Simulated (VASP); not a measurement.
# SiC (P6_3mc) in VASP: notebook

Runs on SiC. Level: LDA. Tasks: single point, relaxation of cell and atoms.

Program: VASP 6.6.1. These are calculated values, not measurements. Logs are shortened: lines on timing, memory, paths and dates and some standing lists are left out, and cuts for length are marked.

## 1. The cell of the first run

Symmetry: P6_3mc, No. 186, hexagonal system. Conventional cell: a = 3.058 Å, b = 3.058 Å, c = 10.012 Å, α = 90.00°, β = 90.00°, γ = 120.00°. Within 2.5 Å of Si (site symmetry 3m) lie 4 C at 1.87 to 1.88 Å. Within 2.5 Å of Si (site symmetry 3m) lie 4 C at 1.87 to 1.88 Å. C (site symmetry 3m) has 4 Si at 1.87 to 1.88 Å within 2.5 Å. C (site symmetry 3m) has 4 Si at 1.87 to 1.88 Å within 2.5 Å.

## 2. Single point, LDA

File INCAR:

```
PREC = Accurate
ENCUT = 520
EDIFF = 1E-6
ISMEAR = 0
SIGMA = 0.01
LREAL = False
LASPH = True
NELM = 80
ALGO = Normal
ISIF = 2
LWAVE = False
LCHARG = False
NBANDS = 26
```

File KPOINTS:

```
Automatic mesh
0
Gamma
  10 10 3
```

File POSCAR:

```
SiC
1.0
    3.0584222520      0.0000000000      0.0000000000
   -1.5292111260      2.6486713657      0.0000000000
    0.0000000000      0.0000000000     10.0120990476
Si C
4 4
Direct
    0.6666666667      0.3333333333      0.9378418406
    0.3333333333      0.6666666667      0.4378418406
    0.0000000000      0.0000000000      0.6879007849
    0.0000000000      0.0000000000      0.1879007849
    0.6666666667      0.3333333333      0.7498073802
    0.3333333333      0.6666666667      0.2498073802
    0.0000000000      0.0000000000      0.5004489943
    0.0000000000      0.0000000000      0.0004489943
```

Potentials or basis: VASP PAW LDA potentials, release 64 (Si, C).

Started as:

```sh
$ cat potpaw_LDA.64/Si/POTCAR potpaw_LDA.64/C/POTCAR > POTCAR
$ mpirun -np 1 vasp_std > vasp.out
```

OUTCAR:

```text
PREC = Accurate
   ENCUT = 520
   EDIFF = 1E-6
   ISMEAR = 0
   LREAL = False
   LASPH = True
   NELM = 80
   ISIF = 2

 ion  position               nearest neighbor table
   1  0.667  0.333  0.938-   8 1.87   8 1.87   8 1.87   5 1.88   3 3.06   3 3.06   3 3.06   4 3.06
                             4 3.06   4 3.06
   2  0.333  0.667  0.438-   7 1.87   7 1.87   7 1.87   6 1.88   4 3.06   4 3.06   4 3.06   3 3.06
                             3 3.06   3 3.06
   3  0.000  0.000  0.688-   5 1.87   5 1.87   5 1.87   7 1.88   1 3.06   1 3.06   1 3.06   2 3.06
                             2 3.06   2 3.06
   4  0.000  0.000  0.188-   6 1.87   6 1.87   6 1.87   8 1.88   2 3.06   2 3.06   2 3.06   1 3.06
                             1 3.06   1 3.06
   5  0.667  0.333  0.750-   3 1.87   3 1.87   3 1.87   1 1.88
   6  0.333  0.667  0.250-   4 1.87   4 1.87   4 1.87   2 1.88
   7  0.000  0.000  0.500-   2 1.87   2 1.87   2 1.87   3 1.88
   8  0.000  0.000  0.000-   1 1.87   1 1.87   1 1.87   4 1.88

  LATTYP: Found a hexagonal cell.
 ALAT       =     3.0584222520
 C/A-ratio  =     3.2736156824

  Lattice vectors:

 A1 = (   3.0584222520,   0.0000000000,   0.0000000000)
 A2 = (  -1.5292111260,   2.6486713657,   0.0000000000)
 A3 = (   0.0000000000,   0.0000000000,  10.0120990476)

Analysis of symmetry for initial positions (statically):
=====================================================================
 Subroutine PRICEL returns:
 Original cell was already a primitive cell.

 Routine SETGRP: Setting up the symmetry group for a
 hexagonal supercell.

 Subroutine GETGRP returns: Found 12 space group operations
 (whereof  6 operations were pure point group operations)
 out of a pool of 24 trial point group operations.

The static configuration has the point symmetry C_3v.
 The point group associated with its full space group is C_6v.

Analysis of symmetry for dynamics (positions and initial velocities):
=====================================================================
 Subroutine PRICEL returns:
 Original cell was already a primitive cell.

 Routine SETGRP: Setting up the symmetry group for a
 hexagonal supercell.

 Subroutine GETGRP returns: Found 12 space group operations
 (whereof  6 operations were pure point group operations)
 out of a pool of 24 trial point group operations.

The dynamic configuration has the point symmetry C_3v.
 The point group associated with its full space group is C_6v.

 Subroutine INISYM returns: Found 12 space group operations
 (whereof  6 operations are pure point group operations),
 and found     1 'primitive' translations

----------------------------------------------------------------------------------------

                                     Primitive cell

  volume of cell :      81.1056

  direct lattice vectors                    reciprocal lattice vectors
     3.058422252  0.000000000  0.000000000     0.326965971  0.188773891  0.000000000
    -1.529211126  2.648671366  0.000000000     0.000000000  0.377547782  0.000000000
     0.000000000  0.000000000 10.012099048     0.000000000  0.000000000  0.099879156

  length of vectors
     3.058422252  3.058422252 10.012099048     0.377547782  0.377547782  0.099879156

  position of ions in fractional coordinates (direct lattice)
     0.666666667  0.333333333  0.937841841
     0.333333333  0.666666667  0.437841841
     0.000000000  0.000000000  0.687900785
     0.000000000  0.000000000  0.187900785
     0.666666667  0.333333333  0.749807380
     0.333333333  0.666666667  0.249807380
     0.000000000  0.000000000  0.500448994
     0.000000000  0.000000000  0.000448994

  ion indices of the primitive-cell ions
   primitive index   ion index
                 1           1
                 2           2
                 3           3
                 4           4
                 5           5
                 6           6
                 7           7
                 8           8

----------------------------------------------------------------------------------------

 KPOINTS: Automatic mesh

Automatic generation of k-mesh.
 Grid dimensions read from file:
 generate k-points for:   10   10    3

 Generating k-lattice:

  Cartesian coordinates                     Fractional coordinates (reciprocal lattice)
     0.032696597  0.018877389  0.000000000     0.100000000  0.000000000  0.000000000
     0.000000000  0.037754778  0.000000000     0.000000000  0.100000000  0.000000000
     0.000000000  0.000000000  0.033293052     0.000000000  0.000000000  0.333333333

  Length of vectors
     0.037754778  0.037754778  0.033293052

  Shift w.r.t. Gamma in fractional coordinates (k-lattice)
     0.000000000  0.000000000  0.000000000

 Subroutine IBZKPT returns following result:
 ===========================================

 Found     28 irreducible k-points:

 Following reciprocal coordinates:
            Coordinates               Weight
  0.000000  0.000000  0.000000      1.000000
  0.100000  0.000000  0.000000      6.000000
  0.200000  0.000000  0.000000      6.000000
  0.300000  0.000000  0.000000      6.000000
  0.400000  0.000000  0.000000      6.000000
  0.500000  0.000000  0.000000      3.000000
[... 16 lines left out ...]
  0.300000  0.100000  0.333333     24.000000
  0.400000  0.100000  0.333333     24.000000
 [... further k-points ...]
   k-points           NKPTS =     28   k-points in BZ     NKDIM =     28   number of bands    NBANDS=     26
   number of dos      NEDOS =    301   number of ions     NIONS =      8
   total plane-waves  NPLWV =  46080
   dimension x,y,z NGX =    24 NGY =   24 NGZ =   80
   dimension x,y,z NGXF=    48 NGYF=   48 NGZF=  160
   ions per type =               4   4
   NGX,Y,Z   is equivalent  to a cutoff of  13.05, 13.05, 13.28 a.u.
   NGXF,Y,Z  is equivalent  to a cutoff of  26.09, 26.09, 26.57 a.u.
 SYSTEM =  unknown system
   PREC   = accura    normal or accurate (medium, high low for compatibility)
   ISTART =      0    job   : 0-new  1-cont  2-samecut
   ICHARG =      2    charge: 1-file 2-atom 10-const
   ISPIN  =      1    spin polarized calculation?
   LNONCOLLINEAR =      F non collinear calculations
   LSORBIT =      F    spin-orbit coupling
   LASPH  =      T    aspherical Exc in radial PAW
   ENCUT  =  520.0 eV  38.22 Ry    6.18 a.u.   5.69  5.69 18.62*2*pi/ulx,y,z
   NELM   =     80;   NELMIN=  2; NELMDL= -5     # of ELM steps
   EDIFF  = 0.1E-05   stopping-criterion for ELM
   LREAL  =      F    real-space projection
   EDIFFG = 0.1E-04   stopping-criterion for IOM
   NSW    =      0    number of steps for IOM
   IBRION =     -1    ionic relax: 0-MD 1-quasi-New 2-CG
   NFREE  =      0    steps in history (QN), initial steepest desc. (CG)
   ISIF   =      2    stress and relaxation
   ISYM   =      2    0-nonsym 1-usesym 2-fastsym
   POTIM  = 0.5000    time-step for ionic-motion
   TEBEG  =    0.0;   TEEND  =   0.0 temperature during run
   PSTRESS=    0.0 pullay stress
   NELECT =      32.0000    total number of electrons
   NUPDOWN=      -1.0000    fix difference up-down
   EMIN   =  10.00;   EMAX   =-10.00  energy-range for DOS
   EFERMI =   0.00;   METHOD = LEGACY
   ISMEAR =     0;   SIGMA  =   0.01  broadening in eV -4-tet -1-fermi 0-gaus
   EFERMI_NEDOS =   21; number of points for ismear=-14 and -15
   IALGO  =     38    algorithm
   IMIX   =      4    mixing-type and parameters
     AMIX     =   0.40;   BMIX     =  1.00
     AMIX_MAG =   1.60;   BMIX_MAG =  1.00
  volume/ion in A,a.u.               =      10.14        68.42
  Fermi-wavevector in a.u.,A,eV,Ry     =   1.200719  2.269029 19.615865  1.441725
  Thomas-Fermi vector in A             =   2.336547
   LORBIT       =      0    0 simple, 1 ext, 2 COOP (PROOUT), +10 PAW based schemes
   GGA     = CA    functional components
   LHFCALC =     F    Hartree Fock is set to
   AEXX    =    0.0000 exact exchange contribution
   IVDW    =     0    specifies the selected vdW correction
   LEPSILON=     F    determine dielectric tensor
   LRPA    =     F    only Hartree local field effects (RPA)
 non-spin polarized calculation
 Gauss-broadening in eV      SIGMA  =   0.01
  energy-cutoff  :      520.00
  volume of cell :       81.11
 maximum number of plane-waves:      2204
 NGX is ok and might be reduce to    24
   NGX = 11   NGY = 11   NGZ = 37

 number of electron      31.9999999 magnetization

 Free energy of the ion-electron system (eV)
  ---------------------------------------------------
  ext. energy  EPLUGINS =         0.00000000
  ---------------------------------------------------
  free energy    TOTEN  =       -66.58034188 eV

  energy without entropy =      -66.58034188  energy(sigma->0) =      -66.58034188

 E-fermi :   8.4792     XC(G=0): -11.6400

 val. band max:        8.3612997581   @ k =   0.0000   0.0000   0.0000
 cond. band min:      10.5338835253   @ k =   0.5000   0.0000   0.0000
 fundamental gap:      2.1725837672
 Fermi energy:         8.4791529110

 k-point     1 :       0.0000    0.0000    0.0000
  band No.  band energies     occupation
      1      -7.1909      2.00000
      2      -5.9884      2.00000
      3      -5.9523      2.00000
      4      -3.4966      2.00000
      5      -0.3820      2.00000
      6       3.9669      2.00000
[... 18 lines left out ...]
     25      15.7934      0.00000
     26      16.4236      0.00000

 k-point     2 :       0.1000    0.0000    0.0000
  band No.  band energies     occupation
      1      -7.0140      2.00000
      2      -5.8172      2.00000
      3      -5.7803      2.00000
      4      -3.3466      2.00000
      5      -0.2188      2.00000
      6       4.0231      2.00000
[... 18 lines left out ...]
     25      15.9594      0.00000
     26      16.2563      0.00000

 k-point     3 :       0.2000    0.0000    0.0000
  band No.  band energies     occupation
      1      -6.4894      2.00000
      2      -5.3118      2.00000
      3      -5.2719      2.00000
      4      -2.9160      2.00000
      5       0.2505      2.00000
      6       3.8012      2.00000
[... 18 lines left out ...]
     25      16.5496      0.00000
     26      16.8895      0.00000

 k-point     4 :       0.3000    0.0000    0.0000
  band No.  band energies     occupation
      1      -5.6406      2.00000
      2      -4.5075      2.00000
      3      -4.4601      2.00000
      4      -2.3007      2.00000
      5       0.8695      2.00000
      6       2.1643      2.00000
[... 18 lines left out ...]
     25      16.9910      0.00000
     26      17.4643      0.00000

 k-point     5 :       0.4000    0.0000    0.0000
  band No.  band energies     occupation
      1      -4.5401      2.00000
      2      -3.5395      2.00000
      3      -3.4627      2.00000
      4      -1.9156      2.00000
      5       0.4128      2.00000
      6       0.8224      2.00000
[... 18 lines left out ...]
     25      17.1802      0.00000
     26      17.7056      0.00000

 k-point     6 :       0.5000    0.0000    0.0000
  band No.  band energies     occupation
      1      -3.6601      2.00000
      2      -3.1197      2.00000
      3      -2.8413      2.00000
      4      -2.0954      2.00000
      5      -0.3006      2.00000
      6       0.0146      2.00000
[... 427 lines left out ...]
 k-point    21 :       0.1000    0.1000    0.3333
  band No.  band energies     occupation
      1      -6.5265      2.00000
      2      -6.1204      2.00000
      3      -4.5817      2.00000
      4      -3.6117      2.00000
      5       0.8516      2.00000
      6       2.3788      2.00000
[... 18 lines left out ...]
     25      16.5133      0.00000
     26      16.5643      0.00000

 k-point    22 :       0.2000    0.1000    0.3333
  band No.  band energies     occupation
      1      -5.8411      2.00000
      2      -5.4439      2.00000
      3      -3.9511      2.00000
      4      -3.0317      2.00000
      5       1.2914      2.00000
      6       2.3996      2.00000
[... 18 lines left out ...]
     25      16.7937      0.00000
     26      17.0242      0.00000

 k-point    23 :       0.3000    0.1000    0.3333
  band No.  band energies     occupation
      1      -4.8628      2.00000
      2      -4.4864      2.00000
      3      -3.1138      2.00000
      4      -2.3374      2.00000
      5       1.0120      2.00000
      6       1.3024      2.00000
[... 18 lines left out ...]
     25      16.6828      0.00000
     26      17.7096      0.00000

 k-point    24 :       0.4000    0.1000    0.3333
  band No.  band energies     occupation
      1      -3.7579      2.00000
      2      -3.4567      2.00000
      3      -2.5156      2.00000
      4      -2.1301      2.00000
      5       0.1206      2.00000
      6       0.5012      2.00000
[... 18 lines left out ...]
     25      16.3521      0.00000
     26      17.2331      0.00000

 [... further k-points ...]

------------------------ aborting loop because EDIFF is reached ----------------------------------------

  FORCE on cell =-STRESS in cart. coord.  units (eV):
  Direction    XX          YY          ZZ          XY          YZ          ZX
  --------------------------------------------------------------------------------------
  -------------------------------------------------------------------------------------
  Total        0.2049588      0.2049588      0.2092542      0.0000000      0.0000000      0.0000000
  in kB        4.0488016      4.0488016      4.1336539      0.0000000      0.0000000      0.0000000
  external PRESSURE =       4.0770857 kB  Pullay stress =       0.0000000 kB

 VOLUME and BASIS-vectors are now :
 -----------------------------------------------------------------------------
  energy-cutoff  :      520.00
  volume of cell :       81.11
      direct lattice vectors                 reciprocal lattice vectors
     3.058422252  0.000000000  0.000000000     0.326965971  0.188773891  0.000000000
    -1.529211126  2.648671366  0.000000000     0.000000000  0.377547782  0.000000000
     0.000000000  0.000000000 10.012099048     0.000000000  0.000000000  0.099879156

 POSITION                                       TOTAL-FORCE (eV/Angst)
 -----------------------------------------------------------------------------------
      1.52921      0.88289      9.38977         0.000000      0.000000      0.000997
     -0.00000      1.76578      4.38372         0.000000     -0.000000      0.000997
      0.00000      0.00000      6.88733        -0.000000     -0.000000     -0.001236
      0.00000      0.00000      1.88128         0.000000     -0.000000     -0.001236
      1.52921      0.88289      7.50715         0.000000     -0.000000      0.000007
     -0.00000      1.76578      2.50110        -0.000000      0.000000      0.000007
      0.00000      0.00000      5.01054        -0.000000      0.000000      0.000232
      0.00000      0.00000      0.00450         0.000000     -0.000000      0.000232
 -----------------------------------------------------------------------------------
    total drift:                               -0.000000     -0.000000      0.000099

  FREE ENERGIE OF THE ION-ELECTRON SYSTEM (eV)
  ---------------------------------------------------
  free  energy   TOTEN  =       -66.5803418821 eV

  energy  without entropy=      -66.5803418821  energy(sigma->0) =      -66.58034188
```

Wall time 46 s (1 thread of Intel Xeon Platinum 8375C at 2.90GHz (Ice Lake), shared host); peak memory 0.19 GiB.

Results:

```yaml
Free_energy: -66.5803 eV
Pressure: 0.4 GPa
Band_gap_on_the_k_mesh: 2.17 eV (least direct gap 3.30 eV)
```

Caveat: an odd mesh through Γ misses points on the zone boundary, where band edges can lie.

[end of part 1 of 2]
